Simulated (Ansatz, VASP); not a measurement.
## AlCu3 in VASP and in Ansatz

The input INCAR:

```
PREC = Accurate
ENCUT = 520
EDIFF = 1E-6
ISMEAR = 0
SIGMA = 0.15
LREAL = False
LASPH = True
NELM = 100
ALGO = Fast
ISIF = 2
LWAVE = False
LCHARG = False
NBANDS = 26
```

The input KPOINTS:

```
Automatic mesh
0
Gamma
  12 12 12
```

POSCAR

```
AlCu3
1.0
    3.6787514798      0.0000000000      0.0000000000
    0.0000000000      3.6787514798      0.0000000000
    0.0000000000      0.0000000000      3.6787514798
Al Cu
1 3
Direct
    0.0000000000      0.0000000000      0.0000000000
    0.5000000000      0.4893007179      0.0000000000
    0.5000000000      0.0000000000      0.5000000000
    0.0000000000      0.5106992821      0.5000000000
```

Input for Ansatz:

```yaml
crystal:
  lattice:
    - [3.6787514798, 0.0, 0.0]
    - [0.0, 3.6787514798, 0.0]
    - [0.0, 0.0, 3.6787514798]
  atoms:
    - { symbol: Al, position: [0.0, 0.0, 0.0] }
    - { symbol: Cu, position: [0.5, 0.4893007179, 0.0] }
    - { symbol: Cu, position: [0.5, 0.0, 0.5] }
    - { symbol: Cu, position: [0.0, 0.5106992821, 0.5] }
basis:
  ecutwfc: 520.0
kpoints:
  mp_grid: { grid: [12, 12, 12] }
hamiltonian:
  xc: lda
  pseudopotentials: { kind: paw, azcp: { folder: soft_1 } }
scf:
  occupations: { method: gaussian, width: 0.15 }
output:
  forces: true
  stress: true
  eigenvalues: true
```

Change from the starting cell: mode 5 frozen in at -0.038 Å, equal normal strain along x, y and z +0.0250.

Alike in both runs: task single point; functional LDA; k mesh 12 × 12 × 12; occupations gaussian, width 0.15 eV; no spin polarisation.

```csv
,VASP,Ansatz
version,VASP 6.6.1,Ansatz 0.2.0
potentials or method,"VASP PAW LDA potentials, release 64 (Al, Cu), cutoff 520 eV","scalar-relativistic, plane waves, PAW"
valence electrons in the cell,36,60
```

Ansatz gave:

| Quantity | Value |
| --- | --- |
| gap on the k mesh at the Fermi level (eV) | none |
| pressure (GPa) | -10.3 |
| rms of the force components (eV/Å) | 0.074 |

Which values does VASP return?

gap on the k mesh at the Fermi level (eV): none; pressure (GPa): -9.7; rms of the force components (eV/Å): 0.075.

Ansatz warns that its potentials were made for another functional, while VASP's fit it. LDA's correlation is that of Perdew and Zunger in VASP and of Perdew and Wang (1992) in Ansatz. Atom by atom the forces differ by 0.001 eV/Å (rms over components). A gap of «none» marks a metal or a gap that the smearing closes. VASP's potentials hold 36 valence electrons a cell and Ansatz's 60, so a difference there can come from the potentials and not from the codes.
